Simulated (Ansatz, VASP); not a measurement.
Zn: VASP beside Ansatz

Contents of INCAR:

```
SYSTEM = Zn
PREC = Accurate ; ENCUT = 520
EDIFF = 1E-6 ; ISMEAR = -1
SIGMA = 0.05 ; LREAL = .False.
LASPH = .True. ; NELM = 100
ALGO = Fast ; ISIF = 2
LWAVE = .False. ; LCHARG = .True.
GGA = CA ; LELF = .True.
LVHAR = .True. ; NBANDS = 12
```

KPOINTS

```
regular mesh
0
Gamma
  12 12 12
  0 0 0
```

The input POSCAR:

```
Zn
1.0
   -1.5690370000      1.5690370000      1.5690370000
    1.5690370000     -1.5690370000      1.5690370000
    1.5690370000      1.5690370000     -1.5690370000
Zn
1
Direct
    0.0000000000      0.0000000000      0.0000000000
```

The input input.yaml:

```yaml
crystal:
  lattice:
    - [-1.569037, 1.569037, 1.569037]
    - [1.569037, -1.569037, 1.569037]
    - [1.569037, 1.569037, -1.569037]
  atoms:
    - { symbol: Zn, position: [0.0, 0.0, 0.0] }
hamiltonian:
  xc: lda
  pseudopotentials: { kind: paw }
kpoints:
  mp_grid: { grid: [12, 12, 12] }
  band_path:
    path:
      - [[0.0, 0.0, 0.0], [0.5, -0.5, 0.5], [0.0, 0.0, 0.5], [0.0, 0.0, 0.0], [0.25, 0.25, 0.25], [0.5, -0.5, 0.5]]
      - [[0.25, 0.25, 0.25], [0.0, 0.0, 0.5]]
    npoints: 14
scf:
  occupations: { method: fermi_dirac, width: 0.05 }
  n_extra_bands: 6
output:
  forces: true
  stress: true
  eigenvalues: true
  fatbands: false
```

Alike in both runs: functional LDA; k mesh 12 × 12 × 12; occupations fermi-dirac, width 0.05 eV; no spin polarisation.

|  | VASP | Ansatz |
| --- | --- | --- |
| version | VASP 6.6.1 | Ansatz 0.2.0 |
| potentials or method | VASP PAW LDA potentials, release 64 (Zn) | Ansatz PAW |
| plane-wave cutoff (eV) | 520 | 420 |
| valence electrons in the cell | 12 | 12 |
| task | single point | band structure |

Ansatz gave:

| Item | Value |
| --- | --- |
| gap on the k mesh at the Fermi level (eV) | none |
| pressure (GPa) | -8.3 |

Problem. Which values does VASP return?

Solution. gap on the k mesh at the Fermi level (eV): none; pressure (GPa): -7.9.

LDA's correlation is that of Perdew and Zunger in VASP and of Perdew and Wang (1992) in Ansatz. A gap of «none» marks a metal or a gap that the smearing closes.
